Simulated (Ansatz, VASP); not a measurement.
# K in VASP and in Ansatz

INCAR

```
SYSTEM = K
PREC = Accurate ; ENCUT = 600
EDIFF = 1E-7 ; ISMEAR = -1
SIGMA = 0.05 ; LREAL = .FALSE.
LASPH = .TRUE. ; NELM = 60
ALGO = Normal ; ISIF = 3
LWAVE = .FALSE. ; LCHARG = .FALSE.
GGA = PS ; IBRION = 2
NSW = 100 ; EDIFFG = -0.002
```

The input KPOINTS:

```
Automatic mesh
0
G
  16 16 16
  0 0 0
```

The input POSCAR:

```
K
1.0
   -2.6125000000      2.6125000000      2.6125000000
    2.6125000000     -2.6125000000      2.6125000000
    2.6125000000      2.6125000000     -2.6125000000
K
1
Direct
    0.0000000000      0.0000000000      0.0000000000
```

Input for Ansatz:

```yaml
crystal:
  lattice:
    - [-2.6125, 2.6125, 2.6125]
    - [2.6125, -2.6125, 2.6125]
    - [2.6125, 2.6125, -2.6125]
  atoms:
    - { symbol: K, position: [0.0, 0.0, 0.0] }
kpoints:
  mp_grid: { grid: [16, 16, 16] }
scf:
  occupations: { method: fermi_dirac, width: 0.05 }
hamiltonian:
  xc: pbesol
  pseudopotentials: { kind: paw }
relax:
  f_tol: 0.002
  max_steps: 80
  cell: {}
output:
  forces: true
  stress: true
```

Alike in both runs: task relaxation of cell and atoms; functional PBEsol; k mesh 16 × 16 × 16; occupations fermi-dirac, width 0.05 eV; no spin polarisation.

```csv
,VASP,Ansatz
version,VASP 6.6.1,Ansatz 0.2.0
potentials or method,"VASP PAW PBE potentials, release 64 (K_sv)","PAW with Ansatz's default frozen-core files, scalar-relativistic"
plane-wave cutoff (eV),600,420
valence electrons in the cell,9,9
```

Ansatz gave:

- relaxed volume (Å³/atom): 71.32
- relaxed cell length with the largest relative difference (Å): 4.525

**Question.** What did VASP give for the same quantities?

**Answer.** Relaxed volume (Å³/atom): 70.94; relaxed cell length with the largest relative difference (Å): 4.517.

VASP's potentials were made for PBE, not for PBEsol.
